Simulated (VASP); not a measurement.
Wanted: the native input for a VASP 6.6.1 run.

* Task: single point
* Functional: PBE
* Potentials or basis: VASP PAW PBE potentials, release 64 (Zr_sv)
* Cutoff: 500 eV
* k mesh: 3 × 3 × 2
* Occupations: gaussian, width 0.1 eV
* Spin: no spin polarisation
* Dipole correction: no
* Further INCAR settings: ALGO = Normal; EDIFF = 1e-06; NBANDS = 19

The structure of Zr lies in POSCAR:

```
Zr
1.0
    3.2392314131      0.0000000000      0.0000000000
   -1.6196157065      2.8052566925      0.0000000000
    0.0000000000      0.0000000000      5.1722200000
Zr
2
Direct
    0.3333333333      0.6666666667      0.2500000000
    0.6666666667      0.3333333333      0.7500000000
```

The input as run:

INCAR

```
PREC     = Accurate       # precision mode
ENCUT    = 500            # plane-wave cutoff, eV
EDIFF    = 1E-6           # SCF threshold, eV
ISMEAR   = 0              # smearing method
SIGMA    = 0.1            # smearing width, eV
LREAL    = F              # projectors in reciprocal space
LASPH    = T              # aspherical terms in the spheres
NELM     = 120            # most SCF steps
ALGO     = Normal         # electronic algorithm
ISIF     = 2              # what is computed and relaxed
LWAVE    = F              # write WAVECAR
LCHARG   = F              # write CHGCAR
GGA      = PE             # functional
NBANDS   = 19             # bands
GGA_COMPAT= F
```

KPOINTS

```
regular mesh
0
Gamma
  3 3 2
```

Potentials or basis: VASP PAW PBE potentials, release 64 (Zr_sv).

Launch:

```bash
$ cat potpaw_PBE.64/Zr_sv/POTCAR > POTCAR
$ mpirun -np 1 vasp_std > vasp.out
```

It gave:

```json
{
  "Pressure": "-1.3 GPa",
  "Band gap on the k mesh": "zero (band 12 reaches 9.76 eV, above the bottom of band 13 at 8.86 eV)"
}
```

Caveat: the k points lie up to 0.75 Å⁻¹ apart.

Wall time 2.9 s on 1 thread of Intel(R) Xeon(R) 6975P-C (Granite Rapids) (shared host), peak memory 0.14 GiB.
